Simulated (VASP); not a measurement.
# H17C36 in VASP: single point with PBEsol

Aim: the single point of H17C36 with PBEsol.

Everything below comes from runs of VASP 6.6.1. Logs are shortened: lines on timing, memory, paths and dates and some standing lists are left out, and cuts for length are marked.

## (1) The cell of the first run

The cell holds a slab with vacuum, 53 atoms: a = 7.573 Å, b = 7.573 Å, c = 17.776 Å, α = 90.00°, β = 90.00°, γ = 60.00°.

## (2) Single point, PBEsol, collinear spin

The input, INCAR:

```
ALGO = Normal
EDIFF = 1E-6
ENCUT = 520
GGA = PS
ISIF = 2
ISMEAR = 0
ISPIN = 2
LASPH = True
LCHARG = False
LORBIT = 11
LREAL = Auto
LUSENCCL = False
LWAVE = False
MAGMOM = 0 0 0 0 0 0 0 0 0 0 0 0 0 0 0 0 0 0 0 0 0 0 0 0 0 0 0 0 0 0 0 0 0 0 0 0 0 0 0 0 0 0 0 0 0 0.3 0 0 0 0 0 0 0
NBANDS = 116
NELM = 150
PREC = Accurate
SIGMA = 0.02
```

The input, KPOINTS:

```
k-points
0
Gamma
  2 2 1
```

The input, POSCAR:

```
H17C36
1.0
    7.5731140000      0.0000000000      0.0000000000
    3.7865570000      6.5585090000      0.0000000000
    0.0000000000      0.0000000000     17.7764260000
H C
17 36
Direct
    0.1111111721      0.1111110772      0.0562542774
    0.4444444614      0.1111110772      0.0562542774
    0.7777777507      0.1111110772      0.0562542774
    0.1111110586      0.4444444614      0.0562542774
    0.4444443479      0.4444444614      0.0562542774
    0.7777777693      0.4444444614      0.0562542774
    0.1111110772      0.7777778455      0.0562542774
    0.4444443665      0.7777778455      0.0562542774
    0.7777777879      0.7777778455      0.0562542774
    0.6668989900      0.0010978105      0.3239982548
   -0.0008333157      0.0012858105      0.3239839099
    0.3343405432      0.3335858806      0.3239890291
    0.6668358826      0.3332998399      0.3236829495
    0.0000943053      0.6664816653      0.3237633932
    0.3342139518      0.6656238483      0.3239859351
    0.6671591906      0.6652054606      0.3240304885
    0.9986027804      0.3338487452      0.3239863851
    0.1111111721      0.1111110772      0.1181339826
    0.4444444614      0.1111110772      0.1181339826
    0.7777777507      0.1111110772      0.1181339826
    0.1111110586      0.4444444614      0.1181339826
    0.4444443479      0.4444444614      0.1181339826
    0.7777777693      0.4444444614      0.1181339826
    0.1111110772      0.7777778455      0.1181339826
    0.4444443665      0.7777778455      0.1181339826
    0.7777777879      0.7777778455      0.1181339826
   -0.1111110772      0.2222221545      0.1471210242
    0.2222222121      0.2222221545      0.1471210242
    0.5555556335      0.2222221545      0.1471210242
   -0.1111110586      0.5555555386      0.1471210242
    0.2222222307      0.5555555386      0.1471210242
    0.5555556521      0.5555555386      0.1471210242
   -0.1111111721      0.8888889228      0.1471210242
    0.2222222493      0.8888889228      0.1471210242
    0.5555555386      0.8888889228      0.1471210242
   -0.1110884846      0.2222564610      0.2339624399
    0.2225492818      0.2216683701      0.2349082431
    0.5555882918      0.2222431958      0.2339706530
   -0.1111030666      0.5555604178      0.2339762785
    0.2222852561      0.5555588930      0.2339779661
    0.5555940939      0.5555523367      0.2339831977
   -0.1111174827      0.8889791872      0.2340158815
    0.2225300748      0.8891891434      0.2348706090
    0.5550214317      0.8891793851      0.2349207878
   -0.0004141456      0.0005171907      0.2614643123
    0.3333522208      0.0000051841      0.2555781460
    0.6666891791      0.0005072799      0.2614845076
   -0.0004490013      0.3334082487      0.2614657750
    0.3338310895      0.3333654036      0.2614675188
    0.6666959888      0.3333440573      0.2610949468
    0.0000503672      0.6666664634      0.2611694837
    0.3338044484      0.6662363351      0.2614688127
    0.6667490993      0.6661716863      0.2614935646
```

Potentials or basis: VASP PAW PBE potentials, release 64 (H, C).

Command:

```
$ cat potpaw_PBE.64/H/POTCAR potpaw_PBE.64/C/POTCAR > POTCAR
$ mpirun -np 1 vasp_std > vasp.out
```

OUTCAR:

```text
EDIFF = 1E-6
   ENCUT = 520
   GGA = PS
   ISIF = 2
   ISMEAR = 0
   ISPIN = 2
   LASPH = True
   LORBIT = 11
   LREAL = Auto
   NELM = 150
   PREC = Accurate

 ion  position               nearest neighbor table
   1  0.111  0.111  0.056-  18 1.10
   2  0.444  0.111  0.056-  19 1.10
   3  0.778  0.111  0.056-  20 1.10
   4  0.111  0.444  0.056-  21 1.10
   5  0.444  0.444  0.056-  22 1.10
   6  0.778  0.444  0.056-  23 1.10
[... 9 lines left out ...]
  16  0.667  0.665  0.324-  53 1.11
  17  0.999  0.334  0.324-  48 1.11
[... 26 lines left out ...]
  44  0.555  0.889  0.235-  46 1.50  47 1.54  53 1.54  35 1.56
  45  1.000  0.001  0.261-  11 1.11  36 1.53  43 1.54  42 1.54
  46  0.333  0.000  0.256-  44 1.50  37 1.50  43 1.50
  47  0.667  0.001  0.261-  10 1.11  38 1.53  44 1.54  42 1.54
  48  1.000  0.333  0.261-  17 1.11  36 1.53  39 1.54  37 1.54
  49  0.334  0.333  0.261-  12 1.11  38 1.53  37 1.54  40 1.54
  50  0.667  0.333  0.261-  13 1.11  41 1.53  38 1.54  36 1.54
  51  0.000  0.667  0.261-  14 1.11  40 1.54  39 1.54  42 1.54
  52  0.334  0.666  0.261-  15 1.11  41 1.53  43 1.54  40 1.54
  53  0.667  0.666  0.261-  16 1.11  41 1.53  39 1.54  44 1.54

  LATTYP: Found a hexagonal cell.
 ALAT       =     7.5731139049
 C/A-ratio  =     2.3473073590

  Lattice vectors:

 A1 = (  -3.7865570000,  -6.5585090000,   0.0000000000)
 A2 = (   7.5731140000,   0.0000000000,   0.0000000000)
 A3 = (   0.0000000000,   0.0000000000,  17.7764260000)

Analysis of symmetry for initial positions (statically):
=====================================================================
 Subroutine PRICEL returns:
 Original cell was already a primitive cell.

 Routine SETGRP: Setting up the symmetry group for a
 hexagonal supercell.

 Subroutine GETGRP returns: Found  1 space group operations
 (whereof  1 operations were pure point group operations)
 out of a pool of 24 trial point group operations.

The static configuration has the point symmetry C_1 .

Analysis of symmetry for dynamics (positions and initial velocities):
=====================================================================
 Subroutine PRICEL returns:
 Original cell was already a primitive cell.

 Routine SETGRP: Setting up the symmetry group for a
 hexagonal supercell.

 Subroutine GETGRP returns: Found  1 space group operations
 (whereof  1 operations were pure point group operations)
 out of a pool of 24 trial point group operations.

The dynamic configuration has the point symmetry C_1 .

Analysis of structural, dynamic, and magnetic symmetry:
=====================================================================
 Subroutine PRICEL returns:
 Original cell was already a primitive cell.

 Routine SETGRP: Setting up the symmetry group for a
[... 231 lines left out ...]
  free energy    TOTEN  =      -405.00819356 eV

  energy without entropy =     -405.00819356  energy(sigma->0) =     -405.00819356

 E-fermi :  -0.3531     XC(G=0):  -4.6094

 val. band max:       -0.4784428581   @ k =   0.5000   0.0000   0.0000
 cond. band min:       0.8168851705   @ k =   0.0000   0.0000   0.0000
 fundamental gap:      1.2953280286
 Fermi energy:        -0.3531282556

 spin component 1

 k-point     1 :       0.0000    0.0000    0.0000
  band No.  band energies     occupation
      1     -20.5642      1.00000
      2     -17.9969      1.00000
      3     -17.9016      1.00000
      4     -17.9003      1.00000
      5     -17.8805      1.00000
      6     -17.8758      1.00000
[... 369 lines left out ...]
     91       4.6534      0.00000
     92       5.3457      0.00000
 Fermi energy:        -0.3531282556

 spin component 2

 k-point     1 :       0.0000    0.0000    0.0000
  band No.  band energies     occupation
      1     -20.5314      1.00000
      2     -17.8994      1.00000
      3     -17.8818      1.00000
      4     -17.8807      1.00000
      5     -17.8769      1.00000
      6     -17.8632      1.00000
[... 369 lines left out ...]
     91       4.7713      0.00000
     92       5.3739      0.00000
 [bands above 92 left out]

------------------------ aborting loop because EDIFF is reached ----------------------------------------

  FORCE on cell =-STRESS in cart. coord.  units (eV):
  Direction    XX          YY          ZZ          XY          YZ          ZX
  --------------------------------------------------------------------------------------
  -------------------------------------------------------------------------------------
  Total       -4.7779713     -4.7660781     -0.7479517     -0.0150791     -0.0294423     -0.0683419
  in kB       -8.6702188     -8.6486371     -1.3572507     -0.0273630     -0.0534268     -0.1240148
  external PRESSURE =      -6.2253689 kB  Pullay stress =       0.0000000 kB

 VOLUME and BASIS-vectors are now :
 -----------------------------------------------------------------------------
  energy-cutoff  :      520.00
  volume of cell :      882.93
      direct lattice vectors                 reciprocal lattice vectors
     7.573114000  0.000000000  0.000000000     0.132046078 -0.076236840  0.000000000
     3.786557000  6.558509000  0.000000000     0.000000000  0.152473680  0.000000000
     0.000000000  0.000000000 17.776426000     0.000000000  0.000000000  0.056254277

 POSITION                                       TOTAL-FORCE (eV/Angst)
 -----------------------------------------------------------------------------------
      1.26219      0.72872      1.00000         0.008212     -0.004632     -0.323031
      3.78656      0.72872      1.00000        -0.007441     -0.004899     -0.322892
      6.31093      0.72872      1.00000         0.000464     -0.000711     -0.339601
      2.52437      2.91489      1.00000         0.000363     -0.002899     -0.346686
      5.04874      2.91489      1.00000         0.000012      0.000110     -0.339412
      7.57311      2.91489      1.00000         0.000780      0.000112     -0.339456
[... 45 lines left out ...]
      5.05068      4.36952      4.64798        -0.004948      0.007295     -0.002092
      7.57186      4.36909      4.64842         0.002009      0.007873      0.001280
 -----------------------------------------------------------------------------------
    total drift:                               -0.009665      0.013809      0.081024

  FREE ENERGIE OF THE ION-ELECTRON SYSTEM (eV)
  ---------------------------------------------------
  free  energy   TOTEN  =      -405.0081935559 eV

  energy  without entropy=     -405.0081935559  energy(sigma->0) =     -405.00819356

 total charge

# of ion       s       p       d       tot
------------------------------------------
    1        0.642   0.043   0.000   0.685
    2        0.642   0.043   0.000   0.685
    3        0.643   0.043   0.000   0.686
    4        0.643   0.043   0.000   0.686
    5        0.643   0.043   0.000   0.686
    6        0.643   0.043   0.000   0.686
[... 45 lines left out ...]
   52        0.832   1.756   0.000   2.588
   53        0.832   1.756   0.000   2.588
--------------------------------------------------
tot         40.647  63.480   0.000 104.127

 magnetization (x)

# of ion       s       p       d       tot
------------------------------------------
    1        0.001  -0.000   0.000   0.001
    2        0.001  -0.000   0.000   0.001
    3       -0.000   0.000   0.000   0.000
    4        0.002   0.000   0.000   0.002
    5       -0.000   0.000   0.000   0.000
    6       -0.000   0.000   0.000   0.000
[... 45 lines left out ...]
   52        0.001   0.004   0.000   0.005
   53        0.001   0.004   0.000   0.005
--------------------------------------------------
tot          0.059   0.462   0.000   0.521
```

It took 4.4 min on 1 × NVIDIA H100 80GB with 1 thread of AMD EPYC 7R13 (Zen 3), shared host; peak memory 2.1 GiB.

What came out:

- Free energy: -405.0082 eV
- Largest force: 1.422 eV/Å
- Band gap on the k mesh: 1.30 eV (least direct gap 1.48 eV)
- Net moment: 1.00 μB per cell
- Site moments: H +0.00, -0.00 (each value once); C -0.00, +0.00, +0.01, +0.03, -0.01, +0.39 (each value once) μB
- Valence electrons inside the program's atomic spheres: H 0.69, 0.68 (each value once); C 2.58, 2.56, 2.54, 2.57, 2.59, 2.52 (each value once)

Forces in eV/Å, atoms in the order of the input:
```
H    0.008 -0.005 -0.323
H   -0.007 -0.005 -0.323
H    0.000 -0.001 -0.340
H    0.000 -0.003 -0.347
H    0.000  0.000 -0.339
H    0.001  0.000 -0.339
H    0.002  0.001 -0.347
H    0.000  0.009 -0.323
H   -0.002  0.002 -0.347
H    0.005 -0.001  0.042
H   -0.020 -0.007  0.040
H    0.004  0.006  0.039
H   -0.004  0.000  0.041
H    0.001  0.003  0.038
H   -0.003 -0.009  0.041
H    0.001  0.000  0.030
H   -0.001 -0.001  0.039
C    0.009  0.004  1.411
C   -0.001  0.004  1.422
C   -0.007 -0.002  1.313
C    0.004  0.040  1.350
C   -0.009  0.000  1.321
C    0.005 -0.004  1.322
C   -0.038 -0.030  1.341
C   -0.005  0.004  1.422
C    0.044 -0.018  1.353
C   -0.001  0.006 -0.993
C   -0.001  0.110 -1.229
C    0.010  0.001 -0.988
C   -0.020 -0.004 -0.984
C    0.019 -0.005 -0.984
C    0.008 -0.001 -0.983
C    0.002  0.021 -0.975
C   -0.093 -0.057 -1.239
C    0.099 -0.064 -1.224
C   -0.004  0.016  0.005
C   -0.009 -0.002 -0.002
C    0.005  0.004  0.005
C   -0.009  0.001  0.003
C    0.006 -0.004  0.005
C    0.007  0.001  0.006
C   -0.007 -0.006  0.001
C    0.012 -0.004  0.004
C   -0.001 -0.002  0.004
C    0.005  0.000  0.007
C   -0.004  0.000  0.024
C   -0.001 -0.005 -0.001
C   -0.001 -0.006  0.001
C   -0.010 -0.003  0.003
C    0.005 -0.004 -0.002
C   -0.003  0.004  0.002
C   -0.005  0.007 -0.002
C    0.002  0.008  0.001
```

Caveat: the k points lie up to 0.48 Å⁻¹ apart; there is no dipole correction, which matters where the two faces differ; the PAW data sets were made with another functional, which shifts forces and pressure a little.
